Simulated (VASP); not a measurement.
# KI: single point with PBE

KI:

```xyz
2
Lattice="4.3614 0.0000 0.0000 0.0000 4.3614 0.0000 0.0000 0.0000 4.3614" Properties=species:S:1:pos:R:3 pbc="T T T"
K     0.0000    0.0000    0.0000
I     2.1807    2.1807    2.1807
```

This cell differs from its parent crystal: volume changed by +5%.

| Item | Value |
| --- | --- |
| Program | VASP 6.6.1 |
| Task | single point |
| Functional | PBE |
| Potentials or basis | VASP PAW PBE potentials, release 64 (K_sv, I) |
| Cutoff | 520 eV |
| k mesh | 4 × 4 × 4 |
| Occupations | gaussian, width 0.01 eV |
| Spin | no spin polarisation |

* Pressure: -0.1 GPa
* Band gap on the k mesh: 3.21 eV, indirect (least direct gap 3.54 eV)

Levels at points of the mesh, in eV from the valence-band top:
| k point | band 5 | band 6 | band 7 | band 8 | band 9 | band 10 | band 11 | band 12 |
| --- | --- | --- | --- | --- | --- | --- | --- | --- |
| (0.00, 0.00, 0.00) | -11.04 | -0.33 | -0.33 | -0.33 | 3.21 | 4.85 | 4.85 | 8.32 |
| (0.50, 0.00, 0.00) | -10.79 | -2.12 | -0.26 | -0.26 | 5.36 | 6.21 | 6.80 | 7.08 |
| (0.50, 0.50, 0.00) | -10.73 | -1.59 | -1.59 | 0.00 | 3.95 | 5.68 | 6.80 | 6.80 |
| (0.50, 0.50, 0.50) | -10.58 | -1.52 | -1.52 | -1.52 | 5.60 | 5.60 | 5.60 | 8.66 |

Run time: 4.7 s on 1 thread of Intel(R) Xeon(R) 6975P-C (Granite Rapids), on a shared host, peak memory 0.18 GiB.

Caveat: spin-orbit coupling is left out, which moves the levels of the heavy elements. A k mesh can miss the band edges.
